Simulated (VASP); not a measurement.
Crystal: Si3C2.

```
CELL_PARAMETERS angstrom
4.15000 0.00000 0.00000
0.00000 4.15000 0.00000
0.00000 0.00000 4.15000
ATOMIC_POSITIONS crystal
Si 0.50000 0.00000 0.00000
Si 0.00000 0.50000 0.00000
Si 0.00000 0.00000 0.50000
C 0.50000 0.50000 0.50000
C 0.00000 0.00000 0.00000
```

The cell was built from a structure type or drawn by symmetry, and may not be a known phase.

- Program: VASP 6.6.1
- Task: relaxation of cell and atoms
- Functional: PBE
- Potentials or basis: VASP PAW PBE potentials, release 64 (Si, C)
- Cutoff: 600 eV
- k mesh: 4 × 4 × 4
- Occupations: gaussian, width 0.1 eV
- Spin: no spin polarisation

At the start: pressure -8.7 GPa; volume 14.29 Å³/atom.

**Question.** How do energy, volume and symmetry change on relaxing?

**Answer.** Over 3 steps the energy falls by 40.5 meV/atom and the volume is 12.91 Å³/atom (-9.7 %); space group Pm-3m (No. 221, to 0.1 Å) before and after.

Step by step:
| step | energy change (eV) | largest force (eV/Å) | pressure (GPa) | volume (Å³) |
| --- | --- | --- | --- | --- |
| 1 | 0.0000 | 0.0000 | -8.73 | 71.47 |
| 2 | -0.1989 | 0.0000 | 1.35 | 63.72 |
| 3 | -0.2025 | 0.0000 | 0.07 | 64.54 |

Final structure:
```
Si C
1.0
     4.01118    0.00000    0.00000
     0.00000    4.01118    0.00000
     0.00000    0.00000    4.01118
Si C
3 2
Direct
  0.50000 0.00000 0.00000
  0.00000 0.50000 0.00000
  0.00000 0.00000 0.50000
  0.50000 0.50000 0.50000
  0.00000 0.00000 0.00000
```

Caveat: the k points lie up to 0.39 Å⁻¹ apart in the final cell, too coarse for converged energies and pressures of a metal.
